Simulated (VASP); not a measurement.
# W: single point with PBE+D3(BJ)

The system is W.

```
CELL_PARAMETERS angstrom
-1.58516 1.58516 1.58516
1.58516 -1.58516 1.58516
1.58516 1.58516 -1.58516
ATOMIC_POSITIONS crystal
W 0.00000 0.00000 0.00000
```

| Quantity | Value |
| --- | --- |
| Program | VASP 6.6.1 |
| Task | single point |
| Functional | PBE |
| Dispersion | D3(BJ) |
| Potentials or basis | VASP PAW PBE potentials, release 64 (W_sv) |
| Cutoff | 500 eV |
| k mesh | 4 × 4 × 4, shifted |
| Occupations | gaussian, width 0.1 eV |
| Spin | no spin polarisation |

* Pressure: -5.8 GPa
* Band gap on the k mesh: zero (band 7 reaches 13.32 eV, above the bottom of band 8 at 10.85 eV)
* Dispersion energy per atom: -0.692 eV

Levels at points of the mesh, in eV from the Fermi level:
| k point | band 3 | band 4 | band 5 | band 6 | band 7 | band 8 | band 9 | band 10 | band 11 | band 12 |
| --- | --- | --- | --- | --- | --- | --- | --- | --- | --- | --- |
| (0.12, 0.12, 0.12) | -37.80 | -37.80 | -5.96 | -2.82 | -2.82 | 2.41 | 2.41 | 3.89 | 16.00 | 16.00 |

Run time: 4 s on 1 thread of Intel Xeon 8259CL, on a shared host, peak memory 0.13 GiB.

Caveat: the k points lie up to 0.70 Å⁻¹ apart; spin-orbit coupling is left out, which moves the levels of the heavy elements; pairwise dispersion overbinds metals, which lowers pressure and volume.
